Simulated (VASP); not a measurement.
The system is SnS2 (Berndtite-2T).

```xyz
3
Lattice="3.6390 0.0000 0.0000 -1.8195 3.1515 0.0000 0.0000 0.0000 5.8680" Properties=species:S:1:pos:R:3 pbc="T T T"
Sn    0.0000    0.0000    0.0000
S     0.0000    2.1010    1.4670
S     1.8195    1.0505    4.4010
```

Base run:

| Property | Result |
| --- | --- |
| Program | VASP 6.6.1 |
| Functional | PBEsol |
| Potentials or basis | VASP PAW PBE potentials, release 64 (Sn_d, S) |
| Cutoff | 500 eV |
| k mesh | 5 × 5 × 3 |
| Occupations | gaussian, width 0.01 eV |
| Spin | no spin polarisation |

Its results: band gap on the k mesh 1.38 eV, indirect (least direct gap 1.90 eV); pressure 1.2 GPa; largest force 0.070 eV/Å.

Q: After a change of settings the same cell gave: band gap on the k mesh 1.82 eV, indirect (least direct gap 1.88 eV); pressure 2.3 GPa; largest force 0.007 eV/Å. Which change was it?
A. k mesh from 5 × 5 × 3 to 3 × 3 × 2
B. k mesh from 5 × 5 × 3 to 4 × 4 × 2
C. k mesh from 5 × 5 × 3 to 6 × 6 × 4

A: A.

Caveats: some runs use coarse meshes; the PAW data sets were made with another functional, which shifts forces and pressure a little; spin-orbit coupling is left out, which moves the levels of the heavy elements; this functional lacks dispersion, which binds the layers, so the pressure and a relaxed spacing across them are unreliable.
